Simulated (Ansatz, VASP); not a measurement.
**One calculation of C, two programs**

```
CELL_PARAMETERS angstrom
1.47710 -3.67462 0.00000
1.47710 3.67462 0.00000
0.00000 0.00000 5.20364
ATOMIC_POSITIONS crystal
C 0.50000 0.00000 0.14280
C 0.00000 0.50000 0.85720
C 0.00000 0.50000 0.14280
C 0.50000 0.00000 0.85720
C 0.00000 0.00000 0.00000
```

Alike in both runs: task relaxation of cell and atoms; functional PBE; k mesh 14 × 14 × 8; occupations gaussian, width 0.1 eV; no spin polarisation.

```csv
,VASP,Ansatz
version,VASP 6.6.1,Ansatz 0.2.0
potentials or method,"VASP PAW PBE potentials, release 64 (C), cutoff 600 eV","scalar-relativistic, plane waves, PAW"
valence electrons in the cell,20,20
```

|  | VASP | Ansatz | Ansatz less VASP |
| --- | --- | --- | --- |
| gap on the k mesh at the Fermi level, each at its own relaxed structure (eV) | none | none | - |
| relaxed volume (Å³/atom) | 11.24 | 11.86 | +0.618 |
| relaxed length of the cell vector where the two differ most in proportion (Å) | 5.204 | 5.484 | +0.2801 |

A gap of «none» marks a metal or a gap that the smearing closes. One of these differences is far larger than is usual between the two programs; its cause wasn't traced.
